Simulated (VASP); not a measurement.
# BaTiO3 (R3m) in VASP: notebook

Runs on BaTiO3. Level: PBE. Tasks: single point.

Everything below comes from runs of VASP 6.6.1. Logs are shortened: lines on timing, memory, paths and dates and some standing lists are left out, and cuts for length are marked.

**1. The cell of the first run**

The structure is trigonal, space group R3m (No. 160). The conventional cell has a = 5.609 Å, b = 5.609 Å, c = 6.925 Å, α = 90.00°, β = 90.00°, γ = 120.00°. Within 3.6 Å of Ba (site symmetry 3m) lie 12 O at 2.73 to 2.92 Å and 8 Ti at 3.36 to 3.56 Å. Ti (site symmetry 3m) has 6 O at 1.83 to 2.16 Å within 2.4 Å. O (site symmetry m) has 2 Ti at 1.83 to 2.16 Å within 2.4 Å.

**2. Single point, PBE (volume changed by -6%)**

Contents of INCAR:

```
SYSTEM = BaTiO3
PREC = Accurate
ENCUT = 520
EDIFF = 1E-6
ISMEAR = 0
SIGMA = 0.01
LREAL = .FALSE.
LASPH = .TRUE.
NELM = 80
ALGO = Normal
ISIF = 2
LWAVE = .FALSE.
LCHARG = .FALSE.
GGA = PE
NBANDS = 28
```

Contents of KPOINTS:

```
regular mesh
0
G
  6 6 6
  0 0 0
```

Contents of POSCAR:

```
BaTiO3
1.0
    2.8047399623      1.6193173722      2.3083951312
   -2.8047399623      1.6193173722      2.3083951312
    0.0000000000     -3.2386347445      2.3083951312
Ba Ti O
1 1 3
Direct
   -0.0054008912     -0.0054008912     -0.0054008912
    0.4803547845      0.4803547845      0.4803547845
    0.5112004268      0.5112004268      0.0218452530
    0.0218452530      0.5112004268      0.5112004268
    0.5112004268      0.0218452530      0.5112004268
```

Potentials or basis: VASP PAW PBE potentials, release 64 (Ba_sv, Ti_sv, O).

Launch:

```sh
> cat potpaw_PBE.64/Ba_sv/POTCAR potpaw_PBE.64/Ti_sv/POTCAR potpaw_PBE.64/O/POTCAR > POTCAR
> mpirun -np 1 vasp_std > vasp.out
```

OUTCAR:

```text
SYSTEM = BaTiO3
   PREC = Accurate
   ENCUT = 520
   EDIFF = 1E-6
   ISMEAR = 0
   LREAL = .FALSE.
   LASPH = .TRUE.
   NELM = 80
   ISIF = 2
   GGA = PE

 ion  position               nearest neighbor table
   1  0.995  0.995  0.995-   3 2.73   4 2.73   5 2.73   4 2.81   5 2.81   5 2.81   4 2.81   3 2.81
                             3 2.81   3 2.92   4 2.92   5 2.92   2 3.36   2 3.41   2 3.41   2 3.41
   2  0.480  0.480  0.480-   4 1.83   5 1.83   3 1.83   5 2.16   4 2.16   3 2.16   1 3.36   1 3.41
                             1 3.41   1 3.41   1 3.47   1 3.47   1 3.47   1 3.56
   3  0.511  0.511  0.022-   2 1.83   2 2.16   1 2.73   1 2.81   1 2.81   1 2.92
   4  0.022  0.511  0.511-   2 1.83   2 2.16   1 2.73   1 2.81   1 2.81   1 2.92
   5  0.511  0.022  0.511-   2 1.83   2 2.16   1 2.73   1 2.81   1 2.81   1 2.92

  LATTYP: Found a trigonal (rhomboedric) cell.
 ALAT       =     3.9771149204
 COS(alpha) =     0.0053302280

  Lattice vectors:

 A1 = (   2.8047399623,   1.6193173722,   2.3083951312)
 A2 = (  -2.8047399623,   1.6193173722,   2.3083951312)
 A3 = (   0.0000000000,  -3.2386347445,   2.3083951312)

Analysis of symmetry for initial positions (statically):
=====================================================================
 Subroutine PRICEL returns:
 Original cell was already a primitive cell.

 Routine SETGRP: Setting up the symmetry group for a
 trigonal (rhombohedral) supercell.

 Subroutine GETGRP returns: Found  6 space group operations
 (whereof  6 operations were pure point group operations)
 out of a pool of 12 trial point group operations.

The static configuration has the point symmetry C_3v.

Analysis of symmetry for dynamics (positions and initial velocities):
=====================================================================
 Subroutine PRICEL returns:
 Original cell was already a primitive cell.

 Routine SETGRP: Setting up the symmetry group for a
 trigonal (rhombohedral) supercell.

 Subroutine GETGRP returns: Found  6 space group operations
 (whereof  6 operations were pure point group operations)
 out of a pool of 12 trial point group operations.

The dynamic configuration has the point symmetry C_3v.

 Subroutine INISYM returns: Found  6 space group operations
 (whereof  6 operations are pure point group operations),
 and found     1 'primitive' translations

----------------------------------------------------------------------------------------

                                     Primitive cell

  volume of cell :      62.9051

  direct lattice vectors                    reciprocal lattice vectors
     2.804739962  1.619317372  2.308395131     0.178269646  0.102924028  0.144400466
    -2.804739962  1.619317372  2.308395131    -0.178269646  0.102924028  0.144400466
     0.000000000 -3.238634745  2.308395131     0.000000000 -0.205848056  0.144400466

  length of vectors
     3.977114920  3.977114920  3.977114920     0.251445654  0.251445654  0.251445654

  position of ions in fractional coordinates (direct lattice)
     0.994599109  0.994599109  0.994599109
     0.480354785  0.480354785  0.480354785
     0.511200427  0.511200427  0.021845253
     0.021845253  0.511200427  0.511200427
     0.511200427  0.021845253  0.511200427

  ion indices of the primitive-cell ions
   primitive index   ion index
                 1           1
                 2           2
                 3           3
                 4           4
                 5           5

----------------------------------------------------------------------------------------

 KPOINTS: regular mesh

Automatic generation of k-mesh.
 Grid dimensions read from file:
 generate k-points for:    6    6    6

 Generating k-lattice:

  Cartesian coordinates                     Fractional coordinates (reciprocal lattice)
     0.029711608  0.017154005  0.024066744     0.166666667 -0.000000000  0.000000000
    -0.029711608  0.017154005  0.024066744    -0.000000000  0.166666667  0.000000000
     0.000000000 -0.034308009  0.024066744    -0.000000000 -0.000000000  0.166666667

  Length of vectors
     0.041907609  0.041907609  0.041907609

  Shift w.r.t. Gamma in fractional coordinates (k-lattice)
     0.000000000  0.000000000  0.000000000

 Subroutine IBZKPT returns following result:
 ===========================================

 Found     32 irreducible k-points:

 Following reciprocal coordinates:
            Coordinates               Weight
  0.000000  0.000000  0.000000      1.000000
  0.166667  0.000000  0.000000      6.000000
  0.333333  0.000000 -0.000000      6.000000
  0.500000 -0.000000  0.000000      3.000000
  0.166667  0.166667 -0.000000      6.000000
  0.333333  0.166667 -0.000000     12.000000
[... 16 lines left out ...]
  0.500000  0.500000  0.166667      6.000000
 -0.333333  0.500000  0.166667     12.000000
 [... further k-points ...]
   k-points           NKPTS =     32   k-points in BZ     NKDIM =     32   number of bands    NBANDS=     28
   number of dos      NEDOS =    301   number of ions     NIONS =      5
   total plane-waves  NPLWV =  27000
   dimension x,y,z NGX =    30 NGY =   30 NGZ =   30
   dimension x,y,z NGXF=    60 NGYF=   60 NGZF=   60
   ions per type =               1   1   3
   NGX,Y,Z   is equivalent  to a cutoff of  12.54, 12.54, 12.54 a.u.
   NGXF,Y,Z  is equivalent  to a cutoff of  25.08, 25.08, 25.08 a.u.
 SYSTEM =  BaTiO3
   PREC   = accura    normal or accurate (medium, high low for compatibility)
   ISTART =      0    job   : 0-new  1-cont  2-samecut
   ICHARG =      2    charge: 1-file 2-atom 10-const
   ISPIN  =      1    spin polarized calculation?
   LNONCOLLINEAR =      F non collinear calculations
   LSORBIT =      F    spin-orbit coupling
   LASPH  =      T    aspherical Exc in radial PAW
   ENCUT  =  520.0 eV  38.22 Ry    6.18 a.u.   7.39  7.39  7.39*2*pi/ulx,y,z
   NELM   =     80;   NELMIN=  2; NELMDL= -5     # of ELM steps
   EDIFF  = 0.1E-05   stopping-criterion for ELM
   LREAL  =      F    real-space projection
   EDIFFG = 0.1E-04   stopping-criterion for IOM
   NSW    =      0    number of steps for IOM
   IBRION =     -1    ionic relax: 0-MD 1-quasi-New 2-CG
   NFREE  =      0    steps in history (QN), initial steepest desc. (CG)
   ISIF   =      2    stress and relaxation
   ISYM   =      2    0-nonsym 1-usesym 2-fastsym
   POTIM  = 0.5000    time-step for ionic-motion
   TEBEG  =    0.0;   TEEND  =   0.0 temperature during run
   PSTRESS=    0.0 pullay stress
   NELECT =      40.0000    total number of electrons
   NUPDOWN=      -1.0000    fix difference up-down
   EMIN   =  10.00;   EMAX   =-10.00  energy-range for DOS
   EFERMI =   0.00;   METHOD = LEGACY
   ISMEAR =     0;   SIGMA  =   0.01  broadening in eV -4-tet -1-fermi 0-gaus
   EFERMI_NEDOS =   21; number of points for ismear=-14 and -15
   IALGO  =     38    algorithm
   IMIX   =      4    mixing-type and parameters
     AMIX     =   0.40;   BMIX     =  1.00
     AMIX_MAG =   1.60;   BMIX_MAG =  1.00
  volume/ion in A,a.u.               =      12.58        84.90
  Fermi-wavevector in a.u.,A,eV,Ry     =   1.407774  2.660306 26.964389  1.981827
  Thomas-Fermi vector in A             =   2.529999
   LORBIT       =      0    0 simple, 1 ext, 2 COOP (PROOUT), +10 PAW based schemes
   GGA     = PE    functional components
   LHFCALC =     F    Hartree Fock is set to
   AEXX    =    0.0000 exact exchange contribution
   IVDW    =     0    specifies the selected vdW correction
   LEPSILON=     F    determine dielectric tensor
   LRPA    =     F    only Hartree local field effects (RPA)
 non-spin polarized calculation
 Gauss-broadening in eV      SIGMA  =   0.01
  energy-cutoff  :      520.00
  volume of cell :       62.91
 maximum number of plane-waves:      1743
 NGX is ok and might be reduce to    30
   NGX = 15   NGY = 15   NGZ = 15

 number of electron      40.0000009 magnetization

 Free energy of the ion-electron system (eV)
  ---------------------------------------------------
  ext. energy  EPLUGINS =         0.00000000
  ---------------------------------------------------
  free energy    TOTEN  =       -39.87671120 eV

  energy without entropy =      -39.87671120  energy(sigma->0) =      -39.87671120

 E-fermi :   3.9730     XC(G=0): -11.3320

 val. band max:        3.8909223761   @ k =   0.5000   0.5000   0.5000
 cond. band min:       6.6524842238   @ k =   0.0000   0.0000   0.0000
 fundamental gap:      2.7615618478
 Fermi energy:         3.9730120860

 k-point     1 :       0.0000    0.0000    0.0000
  band No.  band energies     occupation
      1     -52.1284      2.00000
      2     -28.4313      2.00000
      3     -28.4313      2.00000
      4     -28.4138      2.00000
      5     -20.8530      2.00000
      6     -12.9413      2.00000
[... 20 lines left out ...]
     27       9.0245      0.00000
     28      11.4690      0.00000

 k-point     2 :       0.1667    0.0000    0.0000
  band No.  band energies     occupation
      1     -52.1281      2.00000
      2     -28.4433      2.00000
      3     -28.4307      2.00000
      4     -28.4161      2.00000
      5     -20.8206      2.00000
      6     -12.9704      2.00000
[... 20 lines left out ...]
     27       9.5595      0.00000
     28      12.1221      0.00000

 k-point     3 :       0.3333    0.0000   -0.0000
  band No.  band energies     occupation
      1     -52.1275      2.00000
      2     -28.4717      2.00000
      3     -28.4295      2.00000
      4     -28.4164      2.00000
      5     -20.7544      2.00000
      6     -13.1147      2.00000
[... 20 lines left out ...]
     27      10.8259      0.00000
     28      12.3674      0.00000

 k-point     4 :       0.5000   -0.0000    0.0000
  band No.  band energies     occupation
      1     -52.1272      2.00000
      2     -28.4862      2.00000
      3     -28.4289      2.00000
      4     -28.4161      2.00000
      5     -20.7204      2.00000
      6     -13.2080      2.00000
[... 578 lines left out ...]
     27      11.5117      0.00000
     28      12.5257      0.00000

 k-point    23 :       0.5000    0.5000    0.1667
  band No.  band energies     occupation
      1     -52.1257      2.00000
      2     -28.4860      2.00000
      3     -28.4759      2.00000
      4     -28.4333      2.00000
      5     -20.6204      2.00000
      6     -12.4739      2.00000
[... 20 lines left out ...]
     27      12.5581      0.00000
     28      12.9424      0.00000

 k-point    24 :      -0.3333    0.5000    0.1667
  band No.  band energies     occupation
      1     -52.1260      2.00000
      2     -28.4835      2.00000
      3     -28.4658      2.00000
      4     -28.4334      2.00000
      5     -20.6406      2.00000
      6     -12.6537      2.00000
[... 20 lines left out ...]
     27      12.2044      0.00000
     28      12.7214      0.00000

 [... further k-points ...]

------------------------ aborting loop because EDIFF is reached ----------------------------------------

  FORCE on cell =-STRESS in cart. coord.  units (eV):
  Direction    XX          YY          ZZ          XY          YZ          ZX
  --------------------------------------------------------------------------------------
  -------------------------------------------------------------------------------------
  Total        5.2229385      5.2229385      4.7374871     -0.0000000     -0.0000000      0.0000000
  in kB      133.0269152    133.0269152    120.6625896     -0.0000000     -0.0000000      0.0000000
  external PRESSURE =     128.9054734 kB  Pullay stress =       0.0000000 kB

 VOLUME and BASIS-vectors are now :
 -----------------------------------------------------------------------------
  energy-cutoff  :      520.00
  volume of cell :       62.91
      direct lattice vectors                 reciprocal lattice vectors
     2.804739962  1.619317372  2.308395131     0.178269646  0.102924028  0.144400466
    -2.804739962  1.619317372  2.308395131    -0.178269646  0.102924028  0.144400466
     0.000000000 -3.238634745  2.308395131     0.000000000 -0.205848056  0.144400466

 POSITION                                       TOTAL-FORCE (eV/Angst)
 -----------------------------------------------------------------------------------
      0.00000     -0.00000      6.88778         0.000000     -0.000000      0.129424
      0.00000     -0.00000      3.32655         0.000000     -0.000000      0.896436
      0.00000      1.58484      2.41053         0.000000      0.545894     -0.341953
     -1.37251     -0.79242      2.41053        -0.472758     -0.272947     -0.341953
      1.37251     -0.79242      2.41053         0.472758     -0.272947     -0.341953
 -----------------------------------------------------------------------------------
    total drift:                               -0.000000      0.000004     -0.000972

  FREE ENERGIE OF THE ION-ELECTRON SYSTEM (eV)
  ---------------------------------------------------
  free  energy   TOTEN  =       -39.8767111999 eV

  energy  without entropy=      -39.8767111999  energy(sigma->0) =      -39.87671120
```

Wall time 31 s (1 thread of Intel Xeon 6975P-C (Granite Rapids), shared host); peak memory 0.2 GiB.

Results:

```
Free energy            : -39.8767 eV
Pressure               : 12.9 GPa
Largest force          : 0.896 eV/Å
Band gap on the k mesh : 2.76 eV, indirect (least direct gap 3.26 eV)
```

Forces in eV/Å, atoms in the order of the input:
```
Ba   0.000  0.000  0.129
Ti   0.000  0.000  0.896
O    0.000  0.546 -0.342
O   -0.473 -0.273 -0.342
O    0.473 -0.273 -0.342
```

Caveat: spin-orbit coupling is left out, which moves the levels of the heavy elements. A k mesh can miss the band edges.

**3. Single point, PBE (volume changed by -3%)**

Contents of INCAR:

```
SYSTEM = BaTiO3
  PREC = Accurate
  ENCUT = 520
  EDIFF = 1E-6
  ISMEAR = 0
  SIGMA = 0.01
  LREAL = .False.
  LASPH = .True.
  NELM = 60
  ALGO = Normal
  ISIF = 2
  LWAVE = .False.
  LCHARG = .False.
  GGA = PE
  NBANDS = 28
```

Contents of KPOINTS:

```
regular mesh
0
Gamma
  6 6 6
  0 0 0
```

Edit POSCAR of step 2 so:

```diff
@@ -2,5 +2,5 @@
 1.0
-    2.8047399623      1.6193173722      2.3083951312
-   -2.8047399623      1.6193173722      2.3083951312
-    0.0000000000     -3.2386347445      2.3083951312
+    2.8342657106      1.6363640710      2.3326958131
+   -2.8342657106      1.6363640710      2.3326958131
+    0.0000000000     -3.2727281420      2.3326958131
 Ba Ti O
```

Potentials or basis: VASP PAW PBE potentials, release 64 (Ba_sv, Ti_sv, O).

Launch:

```sh
> cat potpaw_PBE.64/Ba_sv/POTCAR potpaw_PBE.64/Ti_sv/POTCAR potpaw_PBE.64/O/POTCAR > POTCAR
> mpirun -np 1 vasp_std > vasp.out
```

It took 27 s on 1 thread of Intel Xeon 6975P-C (Granite Rapids), shared host; peak memory 0.2 GiB.

The run converged. Its results:

| Quantity | Value |
| --- | --- |
| Free energy | -40.0012 eV |
| Pressure | 6.8 GPa |
| Largest force | 0.475 eV/Å |
| Band gap on the k mesh | 2.67 eV, indirect (least direct gap 3.20 eV) |

Forces in eV/Å, atoms in the order of the input:
```
Ba   0.000  0.000  0.084
Ti   0.000  0.000  0.475
O    0.000  0.277 -0.186
O   -0.240 -0.138 -0.186
O    0.240 -0.138 -0.186
```

Stress tensor (GPa, compression positive):
```
6.98 0.00 0.00
0.00 6.98 0.00
0.00 0.00 6.36
```

Levels at points of the mesh, in eV from the valence-band top:
| k point | band 18 | band 19 | band 20 | band 21 | band 22 | band 23 |
| --- | --- | --- | --- | --- | --- | --- |
| (0.00, 0.00, 0.00) | -0.69 | -0.52 | -0.52 | 2.67 | 2.67 | 2.86 |
| (0.50, 0.00, 0.00) | -1.55 | -1.06 | -0.88 | 2.84 | 3.88 | 4.04 |
| (0.50, 0.50, 0.00) | -0.90 | -0.83 | -0.09 | 3.98 | 3.99 | 4.30 |
| (0.50, 0.50, 0.50) | -0.04 | -0.04 | 0.00 | 4.34 | 4.57 | 4.57 |

Caveat: spin-orbit coupling is left out, which moves the levels of the heavy elements. A k mesh can miss the band edges.

[end of part 1 of 2]
